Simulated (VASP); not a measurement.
# GaAs (F-43m) in VASP: notebook

GaAs is run at these levels: r2SCAN; tasks: single point.

All numbers are computed with VASP 6.6.1; they aren't measurements. Logs are shortened: lines on timing, memory, paths and dates and some standing lists are left out, and cuts for length are marked.

## (1) The cell of the first run

The structure is cubic, space group F-43m (No. 216). Conventional cell: a = 5.670 Å, b = 5.670 Å, c = 5.670 Å, α = 90.00°, β = 90.00°, γ = 90.00°. Ga (site symmetry -43m) has 4 As at 2.46 Å within 3.2 Å. As (site symmetry -43m) has 4 Ga at 2.46 Å within 3.2 Å.

## (2) Single point, r2SCAN

The input, POSCAR:

```
GaAs
1.0
    0.0000000000      2.8350000000      2.8350000000
    2.8350000000      0.0000000000      2.8350000000
    2.8350000000      2.8350000000      0.0000000000
Ga As
1 1
Direct
    0.0000000000      0.0000000000      0.0000000000
    0.2500000000      0.2500000000      0.2500000000
```

The input, INCAR.step1:

```
PREC     = Accurate       # precision mode
ENCUT    = 550            # plane-wave cutoff, eV
ISMEAR   = 0              # smearing method
SIGMA    = 0.1            # smearing width, eV
LREAL    = False          # projectors in reciprocal space
LASPH    = True           # aspherical terms in the spheres
NELM     = 120            # most SCF steps
NBANDS   = 16             # bands
GGA      = PE             # functional
ALGO     = Normal         # electronic algorithm
EDIFF    = 1E-5           # SCF threshold, eV
LWAVE    = True           # write WAVECAR
LCHARG   = False          # write CHGCAR
GGA_COMPAT= False
```

The input, INCAR.step2:

```
PREC     = Accurate       # precision mode
ENCUT    = 550            # plane-wave cutoff, eV
EDIFF    = 1E-6           # SCF threshold, eV
ISMEAR   = 0              # smearing method
SIGMA    = 0.1            # smearing width, eV
LREAL    = False          # projectors in reciprocal space
LASPH    = True           # aspherical terms in the spheres
NELM     = 120            # most SCF steps
ALGO     = Normal         # electronic algorithm
ISIF     = 2              # what is computed and relaxed
LWAVE    = False          # write WAVECAR
LCHARG   = False          # write CHGCAR
METAGGA  = R2SCAN         # meta-GGA
LMIXTAU  = True         
NBANDS   = 16             # bands
ISTART   = 1            
GGA_COMPAT= False
```

The input, KPOINTS:

```
regular mesh
0
Gamma
  6 6 6
```

Potentials or basis: VASP PAW PBE potentials, release 64 (Ga_d, As).

Run with:

```bash
> cat potpaw_PBE.64/Ga_d/POTCAR potpaw_PBE.64/As/POTCAR > POTCAR
> cp INCAR.step1 INCAR
> mpirun -np 1 vasp_std > vasp.out
> cp INCAR.step2 INCAR
> mpirun -np 1 vasp_std > vasp.out
```

OUTCAR:

```text
PREC = Accurate
   ENCUT = 550
   EDIFF = 1E-6
   ISMEAR = 0
   LREAL = False
   LASPH = True
   NELM = 120
   ISIF = 2
   METAGGA = R2SCAN
   ISTART = 1

 ion  position               nearest neighbor table
   1  0.000  0.000  0.000-   2 2.46   2 2.46   2 2.46   2 2.46
   2  0.250  0.250  0.250-   1 2.46   1 2.46   1 2.46   1 2.46

  LATTYP: Found a face centered cubic cell.
 ALAT       =     5.6700000000

  Lattice vectors:

 A1 = (   0.0000000000,   2.8350000000,   2.8350000000)
 A2 = (   2.8350000000,   0.0000000000,   2.8350000000)
 A3 = (   2.8350000000,   2.8350000000,   0.0000000000)

Analysis of symmetry for initial positions (statically):
=====================================================================
 Subroutine PRICEL returns:
 Original cell was already a primitive cell.

 Routine SETGRP: Setting up the symmetry group for a
 face centered cubic supercell.

 Subroutine GETGRP returns: Found 24 space group operations
 (whereof 24 operations were pure point group operations)
 out of a pool of 48 trial point group operations.

The static configuration has the point symmetry T_d .

Analysis of symmetry for dynamics (positions and initial velocities):
=====================================================================
 Subroutine PRICEL returns:
 Original cell was already a primitive cell.

 Routine SETGRP: Setting up the symmetry group for a
 face centered cubic supercell.

 Subroutine GETGRP returns: Found 24 space group operations
 (whereof 24 operations were pure point group operations)
 out of a pool of 48 trial point group operations.

The dynamic configuration has the point symmetry T_d .

 Subroutine INISYM returns: Found 24 space group operations
 (whereof 24 operations are pure point group operations),
 and found     1 'primitive' translations

----------------------------------------------------------------------------------------

                                     Primitive cell

  volume of cell :      45.5711

  direct lattice vectors                    reciprocal lattice vectors
     0.000000000  2.835000000  2.835000000    -0.176366843  0.176366843  0.176366843
     2.835000000  0.000000000  2.835000000     0.176366843 -0.176366843  0.176366843
     2.835000000  2.835000000  0.000000000     0.176366843  0.176366843 -0.176366843

  length of vectors
     4.009295449  4.009295449  4.009295449     0.305476333  0.305476333  0.305476333

  position of ions in fractional coordinates (direct lattice)
     0.000000000  0.000000000  0.000000000
     0.250000000  0.250000000  0.250000000

  ion indices of the primitive-cell ions
   primitive index   ion index
                 1           1
                 2           2

----------------------------------------------------------------------------------------

 KPOINTS: regular mesh

Automatic generation of k-mesh.
 Grid dimensions read from file:
 generate k-points for:    6    6    6

 Generating k-lattice:

  Cartesian coordinates                     Fractional coordinates (reciprocal lattice)
    -0.029394474  0.029394474  0.029394474     0.166666667  0.000000000  0.000000000
     0.029394474 -0.029394474  0.029394474     0.000000000  0.166666667  0.000000000
     0.029394474  0.029394474 -0.029394474     0.000000000  0.000000000  0.166666667

  Length of vectors
     0.050912722  0.050912722  0.050912722

  Shift w.r.t. Gamma in fractional coordinates (k-lattice)
     0.000000000  0.000000000  0.000000000

 Subroutine IBZKPT returns following result:
 ===========================================

 Found     16 irreducible k-points:

 Following reciprocal coordinates:
            Coordinates               Weight
  0.000000  0.000000  0.000000      1.000000
  0.166667  0.000000  0.000000      8.000000
  0.333333  0.000000  0.000000      8.000000
  0.500000  0.000000  0.000000      4.000000
  0.166667  0.166667  0.000000      6.000000
  0.333333  0.166667  0.000000     24.000000
[... 8 lines left out ...]
 -0.333333  0.333333  0.166667     24.000000
 -0.333333  0.500000  0.166667     12.000000
   k-points           NKPTS =     16   k-points in BZ     NKDIM =     16   number of bands    NBANDS=     16
   number of dos      NEDOS =    301   number of ions     NIONS =      2
   total plane-waves  NPLWV =  32768
   dimension x,y,z NGX =    32 NGY =   32 NGZ =   32
   dimension x,y,z NGXF=    64 NGYF=   64 NGZF=   64
   ions per type =               1   1
   NGX,Y,Z   is equivalent  to a cutoff of  13.27, 13.27, 13.27 a.u.
   NGXF,Y,Z  is equivalent  to a cutoff of  26.54, 26.54, 26.54 a.u.
 SYSTEM =  unknown system
   PREC   = accura    normal or accurate (medium, high low for compatibility)
   ISTART =      1    job   : 0-new  1-cont  2-samecut
   ICHARG =      0    charge: 1-file 2-atom 10-const
   ISPIN  =      1    spin polarized calculation?
   LNONCOLLINEAR =      F non collinear calculations
   LSORBIT =      F    spin-orbit coupling
   LASPH  =      T    aspherical Exc in radial PAW
   ENCUT  =  550.0 eV  40.42 Ry    6.36 a.u.   7.67  7.67  7.67*2*pi/ulx,y,z
   NELM   =    120;   NELMIN=  2; NELMDL=  0     # of ELM steps
   EDIFF  = 0.1E-05   stopping-criterion for ELM
   LREAL  =      F    real-space projection
   EDIFFG = 0.1E-04   stopping-criterion for IOM
   NSW    =      0    number of steps for IOM
   IBRION =     -1    ionic relax: 0-MD 1-quasi-New 2-CG
   NFREE  =      0    steps in history (QN), initial steepest desc. (CG)
   ISIF   =      2    stress and relaxation
   ISYM   =      2    0-nonsym 1-usesym 2-fastsym
   POTIM  = 0.5000    time-step for ionic-motion
   TEBEG  =    0.0;   TEEND  =   0.0 temperature during run
   PSTRESS=    0.0 pullay stress
   NELECT =      18.0000    total number of electrons
   NUPDOWN=      -1.0000    fix difference up-down
   EMIN   =  10.00;   EMAX   =-10.00  energy-range for DOS
   EFERMI =   0.00;   METHOD = LEGACY
   ISMEAR =     0;   SIGMA  =   0.10  broadening in eV -4-tet -1-fermi 0-gaus
   EFERMI_NEDOS =   21; number of points for ismear=-14 and -15
   IALGO  =     38    algorithm
   IMIX   =      4    mixing-type and parameters
     AMIX     =   0.40;   BMIX     =  1.00
     AMIX_MAG =   1.60;   BMIX_MAG =  1.00
  volume/ion in A,a.u.               =      22.79       153.76
  Fermi-wavevector in a.u.,A,eV,Ry     =   1.201165  2.269872 19.630444  1.442797
  Thomas-Fermi vector in A             =   2.336981
   LORBIT       =      0    0 simple, 1 ext, 2 COOP (PROOUT), +10 PAW based schemes
   METAGGA = R2SCAN    functional components
   LHFCALC =     F    Hartree Fock is set to
   AEXX    =    0.0000 exact exchange contribution
   IVDW    =     0    specifies the selected vdW correction
   LEPSILON=     F    determine dielectric tensor
   LRPA    =     F    only Hartree local field effects (RPA)
 non-spin polarized calculation
 Gauss-broadening in eV      SIGMA  =   0.10
  energy-cutoff  :      550.00
  volume of cell :       45.57
 maximum number of plane-waves:      1363
 NGX is ok and might be reduce to    32
   NGX = 15   NGY = 15   NGZ = 15

 number of electron      18.0000010 magnetization

 Free energy of the ion-electron system (eV)
  ---------------------------------------------------
  ext. energy  EPLUGINS =         0.00000000
  ---------------------------------------------------
  free energy    TOTEN  =       -27.03614180 eV

  energy without entropy =      -27.03614180  energy(sigma->0) =      -27.03614180

 E-fermi :   4.1009     XC(G=0): -10.2111

 val. band max:        3.6043389284   @ k =   0.0000   0.0000   0.0000
 cond. band min:       4.5303067866   @ k =   0.0000   0.0000   0.0000
 fundamental gap:      0.9259678582
 Fermi energy:         4.1008775233

 k-point     1 :       0.0000    0.0000    0.0000
  band No.  band energies     occupation
      1     -11.6261      2.00000
      2     -11.6261      2.00000
      3     -11.6261      2.00000
      4     -11.5388      2.00000
      5     -11.5388      2.00000
      6      -9.5419      2.00000
[... 8 lines left out ...]
     15      14.2109      0.00000
     16      14.2109      0.00000

 k-point     2 :       0.1667    0.0000    0.0000
  band No.  band energies     occupation
      1     -11.6505      2.00000
      2     -11.6199      2.00000
      3     -11.6199      2.00000
      4     -11.5389      2.00000
      5     -11.5389      2.00000
      6      -9.2086      2.00000
[... 8 lines left out ...]
     15      13.1526      0.00000
     16      13.1716      0.00000

 k-point     3 :       0.3333    0.0000    0.0000
  band No.  band energies     occupation
      1     -11.6924      2.00000
      2     -11.6094      2.00000
      3     -11.6094      2.00000
      4     -11.5371      2.00000
      5     -11.5371      2.00000
      6      -8.3520      2.00000
[... 8 lines left out ...]
     15      13.8076      0.00000
     16      13.8076      0.00000

 k-point     4 :       0.5000    0.0000    0.0000
  band No.  band energies     occupation
      1     -11.7109      2.00000
      2     -11.6054      2.00000
      3     -11.6054      2.00000
      4     -11.5350      2.00000
      5     -11.5350      2.00000
      6      -7.7172      2.00000
[... 8 lines left out ...]
     15      16.1206      0.00000
     16      16.1206      0.00000
[... 172 lines left out ...]
 k-point    14 :       0.5000    0.3333    0.1667
  band No.  band energies     occupation
      1     -11.7175      2.00000
      2     -11.5972      2.00000
      3     -11.5905      2.00000
      4     -11.5493      2.00000
      5     -11.5325      2.00000
      6      -7.6670      2.00000
[... 8 lines left out ...]
     15      15.3514      0.00000
     16      17.4239      0.00000

 k-point    15 :      -0.3333    0.3333    0.1667
  band No.  band energies     occupation
      1     -11.7256      2.00000
      2     -11.5961      2.00000
      3     -11.5852      2.00000
      4     -11.5469      2.00000
      5     -11.5349      2.00000
      6      -7.1486      2.00000
[... 8 lines left out ...]
     15      16.4753      0.00000
     16      16.9677      0.00000

 k-point    16 :      -0.3333    0.5000    0.1667
  band No.  band energies     occupation
      1     -11.7347      2.00000
      2     -11.5881      2.00000
      3     -11.5784      2.00000
      4     -11.5543      2.00000
      5     -11.5312      2.00000
      6      -6.9086      2.00000
[... 8 lines left out ...]
     15      16.4148      0.00000
     16      17.6971      0.00000

------------------------ aborting loop because EDIFF is reached ----------------------------------------

  FORCE on cell =-STRESS in cart. coord.  units (eV):
  Direction    XX          YY          ZZ          XY          YZ          ZX
  --------------------------------------------------------------------------------------
  -------------------------------------------------------------------------------------
  Total       -0.0071245     -0.0071245     -0.0071245      0.0000000     -0.0000000      0.0000000
  in kB       -0.2504831     -0.2504831     -0.2504831      0.0000000     -0.0000000      0.0000000
  external PRESSURE =      -0.2504831 kB  Pullay stress =       0.0000000 kB

 VOLUME and BASIS-vectors are now :
 -----------------------------------------------------------------------------
  energy-cutoff  :      550.00
  volume of cell :       45.57
      direct lattice vectors                 reciprocal lattice vectors
     0.000000000  2.835000000  2.835000000    -0.176366843  0.176366843  0.176366843
     2.835000000  0.000000000  2.835000000     0.176366843 -0.176366843  0.176366843
     2.835000000  2.835000000  0.000000000     0.176366843  0.176366843 -0.176366843

 POSITION                                       TOTAL-FORCE (eV/Angst)
 -----------------------------------------------------------------------------------
      0.00000      0.00000      0.00000        -0.000000     -0.000000      0.000000
      1.41750      1.41750      1.41750         0.000000      0.000000     -0.000000
 -----------------------------------------------------------------------------------
    total drift:                               -0.000000     -0.000000     -0.000000

  FREE ENERGIE OF THE ION-ELECTRON SYSTEM (eV)
  ---------------------------------------------------
  free  energy   TOTEN  =       -27.0361418006 eV

  energy  without entropy=      -27.0361418006  energy(sigma->0) =      -27.03614180
```

Wall time 42 s (1 thread of Intel Xeon Platinum 8488C (Sapphire Rapids), shared host); peak memory 0.18 GiB.

What came out:

```yaml
Free_energy: -27.0361 eV
Pressure: 0.0 GPa
Band_gap_on_the_k_mesh: 0.93 eV
```

Caveat: the PAW data sets were made with another functional, which shifts forces and pressure a little. A k mesh can miss the band edges.

## (3) Single point, r2SCAN

This run uses another cell than the first one, of 22.73 Å³/atom.

The input, POSCAR:

```
GaAs
1.0
    0.0000000000      2.8326717769      2.8326717769
    2.8326717769      0.0000000000      2.8326717769
    2.8326717769      2.8326717769      0.0000000000
Ga As
1 1
Direct
    0.0000000000      0.0000000000      0.0000000000
    0.2500000000      0.2500000000      0.2500000000
```

The input, INCAR.step1:

```
SYSTEM = GaAs
ALGO     = Normal         ! electronic algorithm
EDIFF    = 1E-5           ! SCF threshold, eV
ENCUT    = 550            ! plane-wave cutoff, eV
GGA      = PE             ! functional
GGA_COMPAT= .FALSE.      
ISMEAR   = 0              ! smearing method
LASPH    = .TRUE.         ! aspherical terms in the spheres
LCHARG   = .FALSE.        ! write CHGCAR
LREAL    = .FALSE.        ! projectors in reciprocal space
LWAVE    = .TRUE.         ! write WAVECAR
NBANDS   = 16             ! bands
NELM     = 120            ! most SCF steps
PREC     = Accurate       ! precision mode
SIGMA    = 0.02           ! smearing width, eV
```

The input, INCAR.step2:

```
SYSTEM = GaAs
ALGO     = Normal         ! electronic algorithm
EDIFF    = 1E-6           ! SCF threshold, eV
ENCUT    = 550            ! plane-wave cutoff, eV
GGA_COMPAT= .FALSE.      
ISIF     = 2              ! what is computed and relaxed
ISMEAR   = 0              ! smearing method
ISTART   = 1            
LASPH    = .TRUE.         ! aspherical terms in the spheres
LCHARG   = .FALSE.        ! write CHGCAR
LMIXTAU  = .TRUE.       
LREAL    = .FALSE.        ! projectors in reciprocal space
LWAVE    = .FALSE.        ! write WAVECAR
METAGGA  = R2SCAN         ! meta-GGA
NBANDS   = 16             ! bands
NELM     = 120            ! most SCF steps
PREC     = Accurate       ! precision mode
SIGMA    = 0.02           ! smearing width, eV
```

The input, KPOINTS:

```
k-points
0
G
  8 8 8
  0 0 0
```

Potentials or basis: VASP PAW PBE potentials, release 64 (Ga_d, As).

Run with:

```bash
> cat potpaw_PBE.64/Ga_d/POTCAR potpaw_PBE.64/As/POTCAR > POTCAR
> cp INCAR.step1 INCAR
> mpirun -np 1 vasp_std > vasp.out
> cp INCAR.step2 INCAR
> mpirun -np 1 vasp_std > vasp.out
```

Run time: 47 s. Hardware: 1 thread of Intel Xeon Platinum 8488C (Sapphire Rapids), shared host; peak memory 0.19 GiB.

Results (log left out):

| Quantity | Value |
| --- | --- |
| Free energy | -27.0532 eV |
| Pressure | 0.2 GPa |
| Band gap on the k mesh | 0.95 eV |

Levels at points of the mesh, in eV from the valence-band top:
```
           k point  band 5  band 6  band 7  band 8  band 9  band 10  band 11  band 12  band 13  band 14
(0.00, 0.00, 0.00)  -15.14  -13.16    0.00    0.00    0.00     0.95     4.04     4.04     4.04     8.23
(0.50, 0.00, 0.00)  -15.13  -11.33   -6.78   -1.18   -1.18     1.34     4.99     4.99     8.28    11.09
(0.50, 0.50, 0.00)  -15.12  -10.56   -6.96   -2.75   -2.75     1.77     1.95    10.81    10.81    11.69
```

Caveat: the PAW data sets were made with another functional, which shifts forces and pressure a little. A k mesh can miss the band edges.
